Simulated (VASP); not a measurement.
Wanted: the native input for a VASP 6.6.1 run.

```yaml
Task: single point
Functional: PBEsol
Potentials_or_basis: VASP PAW PBE potentials, release 64 (Zr_sv, Ag)
Cutoff: 520 eV
k_mesh: 5 × 5 × 5
Occupations: methfessel-paxton, width 0.1 eV
Spin: no spin polarisation
Dipole_correction: no
Further_INCAR_settings: ALGO = Normal; EDIFF = 1e-06; NBANDS = 32
```

The structure of Zr3Ag lies in POSCAR:

```
Zr3Ag
1.0
    4.4164950000      0.0000000000      0.0000000000
    0.0000000000      4.4164950000      0.0000000000
    0.0000000000      0.0000000000      4.4164950000
Zr Ag
3 1
Direct
    0.5000000000      0.5000000000      0.0000000000
    0.0000000000      0.5000000000      0.5000000000
    0.5000000000      0.0000000000      0.5000000000
    0.0000000000      0.0000000000      0.0000000000
```

These files were run (other wordings do the same):

INCAR

```
PREC = Accurate ; ENCUT = 520
EDIFF = 1E-6 ; ISMEAR = 1
SIGMA = 0.1 ; LREAL = F
LASPH = T ; NELM = 60
ALGO = Normal ; ISIF = 2
LWAVE = F ; LCHARG = F
GGA = PS ; NBANDS = 32
```

KPOINTS

```
regular mesh
0
Gamma
  5 5 5
```

Potentials or basis: VASP PAW PBE potentials, release 64 (Zr_sv, Ag).

Command:

```sh
$ cat potpaw_PBE.64/Zr_sv/POTCAR potpaw_PBE.64/Ag/POTCAR > POTCAR
$ mpirun -np 1 vasp_std > vasp.out
```

Results of the run:

```json
{"Pressure": "-5.0 GPa"}
```

Caveat: the PAW data sets were made with another functional, which shifts forces and pressure a little.

It took 58 s on 1 thread of Intel Xeon 6975P-C (shared host), peak memory 0.18 GiB.
